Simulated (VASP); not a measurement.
A run of VASP 6.6.1:

File INCAR:

```
SYSTEM = Re
PREC = Accurate
ENCUT = 600
EDIFF = 1E-7
ISMEAR = -1
SIGMA = 0.05
LREAL = .False.
LASPH = .True.
NELM = 150
ALGO = Normal
ISIF = 3
LWAVE = .False.
LCHARG = .False.
MAGMOM = 0 0 0
LORBIT = 11
LSORBIT = .True.
GGA_COMPAT = .False.
LORBMOM = .True.
LMAXMIX = 4
GGA = CA
IBRION = 2
NSW = 45
EDIFFG = -0.005
```

File KPOINTS:

```
Automatic mesh
0
Gamma
  18 18 18
  0 0 0
```

POSCAR

```
Re
1.0
    0.0000000000      1.9313884284      1.9313884284
    1.9313884284      0.0000000000      1.9313884284
    1.9313884284      1.9313884284      0.0000000000
Re
1
Direct
    0.0000000000      0.0000000000      0.0000000000
```

Potentials or basis: VASP PAW LDA potentials, release 64 (Re).

The run is started by

```sh
$ cat potpaw_LDA.64/Re/POTCAR > POTCAR
$ mpirun -np 1 vasp_ncl > vasp.out
```

Hardware: 1 thread of Intel Xeon 8259CL, on a shared host.

Problem. Estimate the wall time of this run.

Solution. Run time: 6.2 min on 1 thread of Intel Xeon 8259CL, with other jobs on the host, peak memory 0.23 GiB. Counts: scf iterations 28, k points 195, ion steps 3.
